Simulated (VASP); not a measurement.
The system is BaTaH4.

```
CELL_PARAMETERS angstrom
3.05369 0.00000 0.00000
0.00000 3.23619 0.00000
0.00000 0.00000 6.86003
ATOMIC_POSITIONS crystal
Ba 0.00000 0.00000 0.96677
Ta 0.00000 0.50000 0.44646
H 0.50000 0.00000 0.37368
H 0.50000 0.50000 0.85433
H 0.50000 0.50000 0.24968
H 0.50000 0.00000 0.60909
```

| Property | Result |
| --- | --- |
| Program | VASP 6.6.1 |
| Task | relaxation of cell and atoms |
| Functional | PBE |
| Potentials or basis | VASP PAW PBE potentials, release 64 (Ba_sv, Ta_sv_GW, H) |
| Cutoff | 500 eV |
| k mesh | 6 × 6 × 4 |
| Occupations | gaussian, width 0.1 eV |
| Spin | no spin polarisation |

At the start: pressure 1.5 GPa; volume 11.30 Å³/atom.

**Question.** Where does the relaxation end?

**Answer.** Over 37 steps the energy falls by 54.1 meV/atom and the volume is 10.95 Å³/atom (-3.1 %); space group Pmm2 (No. 25, to 0.1 Å) before, Pmmm (No. 47, to 0.1 Å).

Step by step:
| step | energy change (eV) | largest force (eV/Å) | pressure (GPa) | volume (Å³) |
| --- | --- | --- | --- | --- |
| 1 | 0.0000 | 0.1704 | 1.51 | 67.79 |
| 2 | -0.0122 | 0.1206 | 0.10 | 68.84 |
| 3 | -0.0136 | 0.1070 | -0.57 | 69.37 |
| 4 | -0.0167 | 0.0863 | -0.29 | 69.15 |
| 5 | -0.0180 | 0.0656 | 0.02 | 68.91 |
| 6 | -0.0193 | 0.0588 | -0.08 | 68.85 |
| 7 | -0.0213 | 0.0483 | -0.33 | 68.68 |
| 8 | -0.0222 | 0.0609 | 0.07 | 68.22 |
| 9 | -0.0223 | 0.0669 | 0.26 | 68.01 |
| 10 | -0.0232 | 0.0654 | 0.23 | 67.89 |
| 11 | -0.0250 | 0.0590 | 0.16 | 67.52 |
| 12 | -0.0242 | 0.1675 | 0.08 | 66.79 |
| 13 | -0.0254 | 0.0936 | 0.13 | 67.23 |
| 14 | -0.0263 | 0.0866 | 0.07 | 67.17 |
| 15 | -0.0287 | 0.0707 | -0.10 | 67.00 |
| 16 | -0.0338 | 0.1178 | -0.39 | 66.65 |
| 17 | -0.0494 | 0.1939 | -0.73 | 65.93 |
| 18 | -0.1958 | 0.5333 | 0.39 | 64.44 |
| 19 | 0.8267 | 3.4194 | 16.29 | 61.23 |
| 20 | -0.2030 | 0.5172 | 0.99 | 64.14 |
| 21 | -0.1219 | 0.7466 | 5.82 | 62.77 |
| 22 | -0.2216 | 0.3514 | 1.85 | 63.80 |
| 23 | -0.2243 | 0.2902 | 2.50 | 63.58 |
| 24 | -0.2244 | 0.2828 | 2.25 | 63.66 |
| 25 | -0.2504 | 0.2741 | -2.31 | 66.26 |
| 26 | -0.2565 | 0.2736 | -1.00 | 65.44 |
| 27 | -0.2793 | 0.2092 | -0.58 | 65.02 |
| 28 | -0.2969 | 0.1654 | 0.23 | 64.35 |
| 29 | -0.2972 | 0.1695 | 0.41 | 64.23 |
| 30 | -0.3070 | 0.1153 | 0.38 | 64.62 |
| 31 | -0.3075 | 0.1414 | 0.38 | 64.73 |
| 32 | -0.3157 | 0.1224 | -0.47 | 65.54 |
| 33 | -0.3178 | 0.1032 | -1.20 | 66.28 |
| 34 | -0.3223 | 0.0662 | -0.71 | 66.12 |
| 35 | -0.3237 | 0.0644 | -0.23 | 65.97 |
| 36 | -0.3243 | 0.0504 | -0.07 | 65.84 |
| 37 | -0.3245 | 0.0350 | 0.11 | 65.69 |

Final structure:
```yaml
crystal:
  lattice:
    - [2.99405, 0.00000, 0.00000]
    - [0.00000, 3.36456, 0.00000]
    - [0.00000, 0.00000, 6.52106]
  atoms:
    - { symbol: Ba, position: [0.00000, 0.00000, 0.00093] }
    - { symbol: Ta, position: [0.00000, 0.50000, 0.49970] }
    - { symbol: H, position: [0.50000, 0.00000, 0.40279] }
    - { symbol: H, position: [0.50000, 0.50000, 0.71130] }
    - { symbol: H, position: [0.50000, 0.50000, 0.28728] }
    - { symbol: H, position: [0.50000, 0.00000, 0.59800] }
```

Caveat: an odd number of electrons without spin polarisation forces a metal; a magnetic or distorted state may lie lower.
